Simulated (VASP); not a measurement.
# Mo (Im-3m) in VASP: notebook, part 4 of 4

VASP 6.6.1. Earlier steps stand in the parts before.

## (6) Electric field gradients, r2SCAN (volume scaled by 1.06)

POSCAR reads:

```
Mo
1.0
   -1.6148719360      1.6148719360      1.6148719360
    1.6148719360     -1.6148719360      1.6148719360
    1.6148719360      1.6148719360     -1.6148719360
Mo
1
Direct
    0.0000000000      0.0000000000      0.0000000000
```

INCAR.step1 reads:

```
PREC     = Accurate       # precision mode
ENCUT    = 520            # plane-wave cutoff, eV
ISMEAR   = -1             # smearing method
SIGMA    = 0.05           # smearing width, eV
LREAL    = F              # projectors in reciprocal space
LASPH    = T              # aspherical terms in the spheres
NELM     = 80             # most SCF steps
NBANDS   = 13             # bands
GGA      = PE             # functional
ALGO     = Normal         # electronic algorithm
EDIFF    = 1E-4           # SCF threshold, eV
LWAVE    = T              # write WAVECAR
LCHARG   = F              # write CHGCAR
```

INCAR.step2 reads:

```
PREC     = Accurate       # precision mode
ENCUT    = 520            # plane-wave cutoff, eV
EDIFF    = 1E-8           # SCF threshold, eV
ISMEAR   = -1             # smearing method
SIGMA    = 0.05           # smearing width, eV
LREAL    = F              # projectors in reciprocal space
LASPH    = T              # aspherical terms in the spheres
NELM     = 80             # most SCF steps
ALGO     = Normal         # electronic algorithm
ISIF     = 2              # what is computed and relaxed
LWAVE    = F              # write WAVECAR
LCHARG   = F              # write CHGCAR
METAGGA  = R2SCAN         # meta-GGA
LMIXTAU  = T            
LEFG     = T            
NBANDS   = 13             # bands
ISTART   = 1
```

KPOINTS reads:

```
Automatic mesh
0
Gamma
  15 15 15
```

Potentials or basis: VASP PAW PBE potentials, release 64 (Mo_sv).

Run with:

```
cat potpaw_PBE.64/Mo_sv/POTCAR > POTCAR
cp INCAR.step1 INCAR
mpirun -np 1 vasp_std > vasp.out
cp INCAR.step2 INCAR
mpirun -np 1 vasp_std > vasp.out
```

OUTCAR:

```text
PREC = Accurate
   ENCUT = 520
   EDIFF = 1E-8
   ISMEAR = -1
   LREAL = F
   LASPH = T
   NELM = 80
   ISIF = 2
   METAGGA = R2SCAN
   ISTART = 1

 ion  position               nearest neighbor table
   1  0.000  0.000  0.000-

  LATTYP: Found a body centered cubic cell.
 ALAT       =     3.2297438720

  Lattice vectors:

 A1 = (  -1.6148719360,   1.6148719360,   1.6148719360)
 A2 = (   1.6148719360,  -1.6148719360,   1.6148719360)
 A3 = (   1.6148719360,   1.6148719360,  -1.6148719360)

Analysis of symmetry for initial positions (statically):
=====================================================================
 Subroutine PRICEL returns:
 Original cell was already a primitive cell.

 Routine SETGRP: Setting up the symmetry group for a
 body centered cubic supercell.

 Subroutine GETGRP returns: Found 48 space group operations
 (whereof 48 operations were pure point group operations)
 out of a pool of 48 trial point group operations.

The static configuration has the point symmetry O_h .

Analysis of symmetry for dynamics (positions and initial velocities):
=====================================================================
 Subroutine PRICEL returns:
 Original cell was already a primitive cell.

 Routine SETGRP: Setting up the symmetry group for a
 body centered cubic supercell.

 Subroutine GETGRP returns: Found 48 space group operations
 (whereof 48 operations were pure point group operations)
 out of a pool of 48 trial point group operations.

The dynamic configuration has the point symmetry O_h .

 Subroutine INISYM returns: Found 48 space group operations
 (whereof 48 operations are pure point group operations),
 and found     1 'primitive' translations

----------------------------------------------------------------------------------------

                                     Primitive cell

  volume of cell :      16.8451

  direct lattice vectors                    reciprocal lattice vectors
    -1.614871936  1.614871936  1.614871936     0.000000000  0.309622075  0.309622075
     1.614871936 -1.614871936  1.614871936     0.309622075  0.000000000  0.309622075
     1.614871936  1.614871936 -1.614871936     0.309622075  0.309622075  0.000000000

  length of vectors
     2.797040241  2.797040241  2.797040241     0.437871738  0.437871738  0.437871738

  position of ions in fractional coordinates (direct lattice)
     0.000000000  0.000000000  0.000000000

  ion indices of the primitive-cell ions
   primitive index   ion index
                 1           1

----------------------------------------------------------------------------------------

 KPOINTS: Automatic mesh

Automatic generation of k-mesh.
 Grid dimensions read from file:
 generate k-points for:   15   15   15

 Generating k-lattice:
[... 71 lines left out ...]
   TEBEG  =    0.0;   TEEND  =   0.0 temperature during run
   PSTRESS=    0.0 pullay stress
   NELECT =      14.0000    total number of electrons
   NUPDOWN=      -1.0000    fix difference up-down
   EMIN   =  10.00;   EMAX   =-10.00  energy-range for DOS
   EFERMI =   0.00;   METHOD = LEGACY
   ISMEAR =    -1;   SIGMA  =   0.05  broadening in eV -4-tet -1-fermi 0-gaus
   EFERMI_NEDOS =   21; number of points for ismear=-14 and -15
   IALGO  =     38    algorithm
   IMIX   =      4    mixing-type and parameters
     AMIX     =   0.40;   BMIX     =  1.00
     AMIX_MAG =   1.60;   BMIX_MAG =  1.00
  volume/ion in A,a.u.               =      16.85       113.68
  Fermi-wavevector in a.u.,A,eV,Ry     =   1.539192  2.908651 32.233720  2.369112
  Thomas-Fermi vector in A             =   2.645454
   LORBIT       =      0    0 simple, 1 ext, 2 COOP (PROOUT), +10 PAW based schemes
   METAGGA = R2SCAN    functional components
   LHFCALC =     F    Hartree Fock is set to
   AEXX    =    0.0000 exact exchange contribution
   IVDW    =     0    specifies the selected vdW correction
   LEPSILON=     F    determine dielectric tensor
   LRPA    =     F    only Hartree local field effects (RPA)
 non-spin polarized calculation
  energy-cutoff  :      520.00
  volume of cell :       16.85
 maximum number of plane-waves:       466
 NGX is ok and might be reduce to    24
   NGX = 11   NGY = 11   NGZ = 11

 number of electron      13.9999998 magnetization

 Free energy of the ion-electron system (eV)
  ---------------------------------------------------
  ext. energy  EPLUGINS =         0.00000000
  ---------------------------------------------------
  free energy    TOTEN  =       -26.01773834 eV

  energy without entropy =      -26.01269263  energy(sigma->0) =      -26.01521548

 E-fermi :  11.3495     XC(G=0): -14.1665

 val. band max:       11.3479717463   @ k =  -0.2667   0.3333   0.1333
 cond. band min:      11.3688626915   @ k =  -0.2667   0.2667   0.1333
 fundamental gap:      0.0208909452
 Fermi energy:        11.3494632105

 k-point     1 :       0.0000    0.0000    0.0000
  band No.  band energies     occupation
      1     -51.8453      2.00000
      2     -24.4800      2.00000
      3     -24.4800      2.00000
      4     -24.4800      2.00000
      5       3.9712      2.00000
      6      10.0907      2.00000
      7      10.0907      2.00000
      8      10.0907      2.00000
      9      13.1656      0.00000
     10      13.1656      0.00000
     11      26.7508      0.00000
     12      26.7508      0.00000
     13      26.7508      0.00000
[... 354 lines left out ...]
  band No.  band energies     occupation
      1     -51.6117      2.00000
      2     -25.5261      2.00000
      3     -25.0318      2.00000
      4     -24.6003      2.00000
      5       7.1954      2.00000
      6       8.4213      2.00000
      7      10.3506      2.00000
      8      12.9777      0.00000
      9      14.0291      0.00000
     10      18.4573      0.00000
     11      21.7187      0.00000
     12      24.1074      0.00000
     13      27.6632      0.00000

 [... further k-points ...]

------------------------ aborting loop because EDIFF is reached ----------------------------------------

  FORCE on cell =-STRESS in cart. coord.  units (eV):
  Direction    XX          YY          ZZ          XY          YZ          ZX
  --------------------------------------------------------------------------------------
  -------------------------------------------------------------------------------------
  Total       -1.7410057     -1.7410057     -1.7410057      0.0000000     -0.0000000     -0.0000000
  in kB     -165.5909237   -165.5909237   -165.5909237      0.0000000     -0.0000000     -0.0000000
  external PRESSURE =    -165.5909237 kB  Pullay stress =       0.0000000 kB

 VOLUME and BASIS-vectors are now :
 -----------------------------------------------------------------------------
  energy-cutoff  :      520.00
  volume of cell :       16.85
      direct lattice vectors                 reciprocal lattice vectors
    -1.614871936  1.614871936  1.614871936     0.000000000  0.309622075  0.309622075
     1.614871936 -1.614871936  1.614871936     0.309622075  0.000000000  0.309622075
     1.614871936  1.614871936 -1.614871936     0.309622075  0.309622075  0.000000000

 POSITION                                       TOTAL-FORCE (eV/Angst)
 -----------------------------------------------------------------------------------
      0.00000      0.00000      0.00000         0.000000      0.000000      0.000000
 -----------------------------------------------------------------------------------
    total drift:                                0.000000      0.000000      0.000000

  FREE ENERGIE OF THE ION-ELECTRON SYSTEM (eV)
  ---------------------------------------------------
  free  energy   TOTEN  =       -26.0177383429 eV

  energy  without entropy=      -26.0126926270  energy(sigma->0) =      -26.01521548

 Electric field gradients (V/A^2)
---------------------------------------------------------------------
 ion       V_xx      V_yy      V_zz      V_xy      V_xz      V_yz
---------------------------------------------------------------------
   1       0.000    -0.000    -0.000    -0.000    -0.000    -0.000
---------------------------------------------------------------------

 Electric field gradients after diagonalization (V/A^2)
 (convention: |V_zz| > |V_xx| > |V_yy|)
----------------------------------------------------------------------
 ion       V_xx      V_yy      V_zz     asymmetry (V_yy - V_xx)/ V_zz
----------------------------------------------------------------------
   1       0.000     0.000    -0.001       0.000
----------------------------------------------------------------------

           NMR quadrupolar parameters

 Cq : quadrupolar parameter    Cq=e*Q*V_zz/h
 eta: asymmetry parameters     (V_yy - V_xx)/ V_zz
 Q  : nuclear electric quadrupole moment in mb (millibarn)
----------------------------------------------------------------------
 ion       Cq(MHz)       eta       Q (mb)
----------------------------------------------------------------------
   1      -0.000       0.000       1.000
----------------------------------------------------------------------
```

It took 38 s on 1 thread of Intel Xeon 6975P-C (Granite Rapids), shared host; peak memory 0.15 GiB.

Results:

```yaml
Free_energy: -26.0177 eV
Pressure: -16.6 GPa
Band_gap_on_the_k_mesh: zero (band 7 reaches 14.83 eV, above the bottom of band 8 at 10.09 eV)
```

Levels at points of the mesh, in eV from the Fermi level:
| k point | band 4 | band 5 | band 6 | band 7 | band 8 | band 9 | band 10 | band 11 |
| --- | --- | --- | --- | --- | --- | --- | --- | --- |
| (0.00, 0.00, 0.00) | -35.83 | -7.38 | -1.26 | -1.26 | -1.26 | 1.82 | 1.82 | 15.40 |

Caveat: without QUAD_EFG the Cq values of the log hold for a quadrupole moment of 1 mb, not for the nuclei; the PAW data sets were made with another functional, which shifts forces and pressure a little.

## (7) Electric field gradients, r2SCAN (volume scaled by 1.06)

POSCAR is that of step 6.

INCAR.step1 reads:

```
SYSTEM = Mo
PREC = Accurate
ENCUT = 520
ISMEAR = -1
SIGMA = 0.05
LREAL = .FALSE.
LASPH = .TRUE.
NELM = 100
NBANDS = 13
GGA = PE
ALGO = Normal
EDIFF = 1E-4
LWAVE = .TRUE.
LCHARG = .FALSE.
```

INCAR.step2 reads:

```
SYSTEM = Mo
PREC = Accurate
ENCUT = 520
EDIFF = 1E-8
ISMEAR = -1
SIGMA = 0.05
LREAL = .FALSE.
LASPH = .TRUE.
NELM = 100
ALGO = Normal
ISIF = 2
LWAVE = .FALSE.
LCHARG = .FALSE.
METAGGA = R2SCAN
LMIXTAU = .TRUE.
LEFG = .TRUE.
NBANDS = 13
ISTART = 1
```

KPOINTS reads:

```
Automatic mesh
0
G
  15 15 15
  0 0 0
```

Potentials or basis: VASP PAW PBE potentials, release 64 (Mo_sv).

Run with:

```
cat potpaw_PBE.64/Mo_sv/POTCAR > POTCAR
cp INCAR.step1 INCAR
mpirun -np 1 vasp_std > vasp.out
cp INCAR.step2 INCAR
mpirun -np 1 vasp_std > vasp.out
```

OUTCAR:

```text
SYSTEM = Mo
   PREC = Accurate
   ENCUT = 520
   EDIFF = 1E-8
   ISMEAR = -1
   LREAL = .FALSE.
   LASPH = .TRUE.
   NELM = 100
   ISIF = 2
   METAGGA = R2SCAN
   ISTART = 1

 ion  position               nearest neighbor table
   1  0.000  0.000  0.000-

  LATTYP: Found a body centered cubic cell.
 ALAT       =     3.2297438720

  Lattice vectors:

 A1 = (  -1.6148719360,   1.6148719360,   1.6148719360)
 A2 = (   1.6148719360,  -1.6148719360,   1.6148719360)
 A3 = (   1.6148719360,   1.6148719360,  -1.6148719360)

Analysis of symmetry for initial positions (statically):
=====================================================================
 Subroutine PRICEL returns:
 Original cell was already a primitive cell.

 Routine SETGRP: Setting up the symmetry group for a
 body centered cubic supercell.

 Subroutine GETGRP returns: Found 48 space group operations
 (whereof 48 operations were pure point group operations)
 out of a pool of 48 trial point group operations.

The static configuration has the point symmetry O_h .

Analysis of symmetry for dynamics (positions and initial velocities):
=====================================================================
 Subroutine PRICEL returns:
 Original cell was already a primitive cell.

 Routine SETGRP: Setting up the symmetry group for a
 body centered cubic supercell.

 Subroutine GETGRP returns: Found 48 space group operations
 (whereof 48 operations were pure point group operations)
 out of a pool of 48 trial point group operations.

The dynamic configuration has the point symmetry O_h .

 Subroutine INISYM returns: Found 48 space group operations
 (whereof 48 operations are pure point group operations),
[... 163 lines left out ...]
     13      26.7508      0.00000
[... 354 lines left out ...]
  band No.  band energies     occupation
      1     -51.6117      2.00000
      2     -25.5261      2.00000
      3     -25.0318      2.00000
      4     -24.6003      2.00000
      5       7.1954      2.00000
      6       8.4213      2.00000
      7      10.3506      2.00000
      8      12.9777      0.00000
      9      14.0291      0.00000
     10      18.4573      0.00000
     11      21.7187      0.00000
     12      24.1074      0.00000
     13      27.6632      0.00000

 [... further k-points ...]

------------------------ aborting loop because EDIFF is reached ----------------------------------------

  FORCE on cell =-STRESS in cart. coord.  units (eV):
  Direction    XX          YY          ZZ          XY          YZ          ZX
  --------------------------------------------------------------------------------------
  -------------------------------------------------------------------------------------
  Total       -1.7410057     -1.7410057     -1.7410057      0.0000000     -0.0000000     -0.0000000
  in kB     -165.5909237   -165.5909237   -165.5909237      0.0000000     -0.0000000     -0.0000000
  external PRESSURE =    -165.5909237 kB  Pullay stress =       0.0000000 kB

 VOLUME and BASIS-vectors are now :
 -----------------------------------------------------------------------------
  energy-cutoff  :      520.00
  volume of cell :       16.85
      direct lattice vectors                 reciprocal lattice vectors
    -1.614871936  1.614871936  1.614871936     0.000000000  0.309622075  0.309622075
     1.614871936 -1.614871936  1.614871936     0.309622075  0.000000000  0.309622075
     1.614871936  1.614871936 -1.614871936     0.309622075  0.309622075  0.000000000

 POSITION                                       TOTAL-FORCE (eV/Angst)
 -----------------------------------------------------------------------------------
      0.00000      0.00000      0.00000         0.000000      0.000000      0.000000
 -----------------------------------------------------------------------------------
    total drift:                                0.000000      0.000000      0.000000

  FREE ENERGIE OF THE ION-ELECTRON SYSTEM (eV)
  ---------------------------------------------------
  free  energy   TOTEN  =       -26.0177383429 eV

  energy  without entropy=      -26.0126926270  energy(sigma->0) =      -26.01521548

 Electric field gradients (V/A^2)
---------------------------------------------------------------------
 ion       V_xx      V_yy      V_zz      V_xy      V_xz      V_yz
---------------------------------------------------------------------
   1       0.000    -0.000    -0.000    -0.000    -0.000    -0.000
---------------------------------------------------------------------

 Electric field gradients after diagonalization (V/A^2)
 (convention: |V_zz| > |V_xx| > |V_yy|)
----------------------------------------------------------------------
 ion       V_xx      V_yy      V_zz     asymmetry (V_yy - V_xx)/ V_zz
----------------------------------------------------------------------
   1       0.000     0.000    -0.001       0.000
----------------------------------------------------------------------

           NMR quadrupolar parameters

 Cq : quadrupolar parameter    Cq=e*Q*V_zz/h
 eta: asymmetry parameters     (V_yy - V_xx)/ V_zz
 Q  : nuclear electric quadrupole moment in mb (millibarn)
----------------------------------------------------------------------
 ion       Cq(MHz)       eta       Q (mb)
----------------------------------------------------------------------
   1      -0.000       0.000       1.000
----------------------------------------------------------------------
```

OUTCAR.step1:

```text
SYSTEM = Mo
   PREC = Accurate
   ENCUT = 520
   ISMEAR = -1
   LREAL = .FALSE.
   LASPH = .TRUE.
[... 601 lines left out ...]
 -----------------------------------------------------------------------------------
      0.00000      0.00000      0.00000        -0.000000      0.000000      0.000000
 -----------------------------------------------------------------------------------
    total drift:                                0.000000      0.000000      0.000000

  FREE ENERGIE OF THE ION-ELECTRON SYSTEM (eV)
  ---------------------------------------------------
  free  energy   TOTEN  =       -10.8886842854 eV

  energy  without entropy=      -10.8830346067  energy(sigma->0) =      -10.88585945
```

Wall time 38 s (1 thread of Intel Xeon 6975P-C (Granite Rapids), shared host); peak memory 0.16 GiB.

What came out:

| Item | Value |
| --- | --- |
| Free energy | -26.0177 eV |
| Pressure | -16.6 GPa |
| Band gap on the k mesh | zero (band 7 reaches 14.83 eV, above the bottom of band 8 at 10.09 eV) |

Caveat: without QUAD_EFG the Cq values of the log hold for a quadrupole moment of 1 mb, not for the nuclei; the PAW data sets were made with another functional, which shifts forces and pressure a little.

## (8) The runs side by side

| cell | gap on the mesh (eV) | pressure (GPa) |
| --- | --- | --- |
| a = 2.688 Å, angles 109.5°, 1 atom | none | 15.3 |
| a = 2.716 Å, angles 109.5°, 1 atom | none | 5.5 |
| a = 2.743 Å, angles 109.5°, 1 atom | none | -3.1 |
| a = 2.770 Å, angles 109.5°, 1 atom | none | -10.4 |
| a = 2.797 Å, angles 109.5°, 1 atom | none | -16.6 |

Alike in all rows: task electric field gradients; level r2SCAN; potentials or basis VASP PAW PBE potentials, release 64 (Mo_sv); no spin polarisation; k mesh 15 × 15 × 15; cutoff (eV) 520; smearing fermi-dirac 0.05 eV.

Caveats: the PAW data sets were made with another functional, which shifts forces and pressure a little.

Total energies depend on the potentials used, so only differences within one code and one set of settings carry meaning.
